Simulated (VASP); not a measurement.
Input of a VASP 6.6.1 run:

Contents of POSCAR:

```
Mo
1.0
    1.4938974908      0.8625021184      4.1325662502
   -1.4938974908      0.8625021184      4.1325662502
    0.0000000000     -1.7250042369      4.1325662502
Mo
2
Direct
    0.2498053459      0.2498053459      0.2498053459
    0.7501946541      0.7501946541      0.7501946541
```

File INCAR.step1:

```
  PREC = Accurate
  ENCUT = 520
  ISMEAR = 0
  SIGMA = 0.1
  LREAL = F
  LASPH = T
  NELM = 100
  NBANDS = 21
  GGA = PE
  ALGO = Normal
  EDIFF = 1E-4
  LWAVE = T
  LCHARG = F
```

The input INCAR.step2:

```
  PREC = Accurate
  ENCUT = 520
  EDIFF = 1E-6
  ISMEAR = 0
  SIGMA = 0.1
  LREAL = F
  LASPH = T
  NELM = 100
  ALGO = Normal
  ISIF = 2
  LWAVE = F
  LCHARG = T
  METAGGA = R2SCAN
  LMIXTAU = T
  LELF = T
  LVHAR = T
  NBANDS = 21
  ISTART = 1
```

The input KPOINTS:

```
regular mesh
0
Gamma
  6 6 6
```

Potentials or basis: VASP PAW PBE potentials, release 64 (Mo_sv).

Launch:

```console
$ cat potpaw_PBE.64/Mo_sv/POTCAR > POTCAR
$ cp INCAR.step1 INCAR
$ mpirun -np 1 vasp_std > vasp.out
$ cp INCAR.step2 INCAR
$ mpirun -np 1 vasp_std > vasp.out
```

Q: What does it give for the pressure?

A: 1.2 GPa.

Q: Predict the largest force.

A: 0.012 eV/Å.

Stress tensor (GPa, compression positive):
```
1.03 0.00 0.00
0.00 1.03 0.00
0.00 0.00 1.56
```

Caveat: the k points lie up to 0.41 Å⁻¹ apart, too coarse for converged energies and pressures of a metal; the PAW data sets were made with another functional, which shifts forces and pressure a little.
